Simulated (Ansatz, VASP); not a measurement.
Two plane-wave programs on Ba2ReTe4

```
Ba Re Te
1.0
     7.56196    0.00000    0.00000
    -3.78098    6.54885    0.00000
     0.00000    0.00000    5.13189
Ba Re Te
2 1 4
Direct
  0.33333 0.66667 0.50000
  0.66667 0.33333 0.50000
  0.00000 0.00000 0.50000
  0.50000 0.00000 0.00000
  0.00000 0.50000 0.00000
  0.50000 0.50000 0.00000
  0.00000 0.00000 0.00000
```

Alike in both runs: functional PBE; k mesh 3 × 3 × 4; occupations gaussian, width 0.1 eV; no spin polarisation.

Ansatz relaxed the structure, and its values are those at the end. VASP's run is a single point on that final structure, the one shown.

|  | VASP | Ansatz |
| --- | --- | --- |
| version | VASP 6.6.1 | Ansatz 0.2.0 |
| potentials or method | VASP PAW PBE potentials, release 64 (Ba_sv, Re, Te), cutoff 520 eV | scalar-relativistic, plane waves, PAW |
| valence electrons in the cell | 51 | 99 |

Ansatz gave:

- gap on the k mesh at the Fermi level (eV): none
- pressure (GPa): 0.2

Task: Which values does VASP return?

Result: gap on the k mesh at the Fermi level (eV): none; pressure (GPa): 0.5.

A gap of «none» marks a metal or a gap that the smearing closes. VASP's potentials hold 51 valence electrons a cell and Ansatz's 99, so a difference there can come from the potentials and not from the codes.

Neither program's run includes spin-orbit coupling.
